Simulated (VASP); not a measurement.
Set up this calculation in VASP 6.6.1, as the native input.

* Task: single point
* Functional: PBE
* Potentials or basis: VASP PAW PBE potentials, release 64 (Hf_pv)
* Cutoff: 520 eV
* k mesh: 7 × 7 × 4
* Occupations: fermi-dirac, width 0.1 eV
* Spin: no spin polarisation
* Dipole correction: no
* Further INCAR settings: ALGO = Normal; EDIFF = 1e-06; NBANDS = 17

The structure of Hf lies in POSCAR:

```
Hf
1.0
    3.2045059552      0.0000000000      0.0000000000
   -1.6022529776      2.7751835638      0.0000000000
    0.0000000000      0.0000000000      5.0738215932
Hf
2
Direct
    0.3333333333      0.6666666667      0.2500000000
    0.6666666667      0.3333333333      0.7500000000
```

One way to write it, as run:

INCAR

```
SYSTEM = Hf
  PREC = Accurate
  ENCUT = 520
  EDIFF = 1E-6
  ISMEAR = -1
  SIGMA = 0.1
  LREAL = .FALSE.
  LASPH = .TRUE.
  NELM = 80
  ALGO = Normal
  ISIF = 2
  LWAVE = .FALSE.
  LCHARG = .FALSE.
  GGA = PE
  NBANDS = 17
```

KPOINTS

```
Automatic mesh
0
G
  7 7 4
  0 0 0
```

Potentials or basis: VASP PAW PBE potentials, release 64 (Hf_pv).

Command:

```bash
$ cat potpaw_PBE.64/Hf_pv/POTCAR > POTCAR
$ mpirun -np 1 vasp_std > vasp.out
```

It gave:

```json
{"Pressure": "-0.4 GPa", "Band gap on the k mesh": "zero (band 10 reaches 6.04 eV, above the bottom of band 11 at 4.64 eV)"}
```

Caveat: spin-orbit coupling is left out, which moves the levels of the heavy elements.

Wall time 20 s on 1 thread of Intel Xeon 8259CL, on a shared host, peak memory 0.16 GiB.
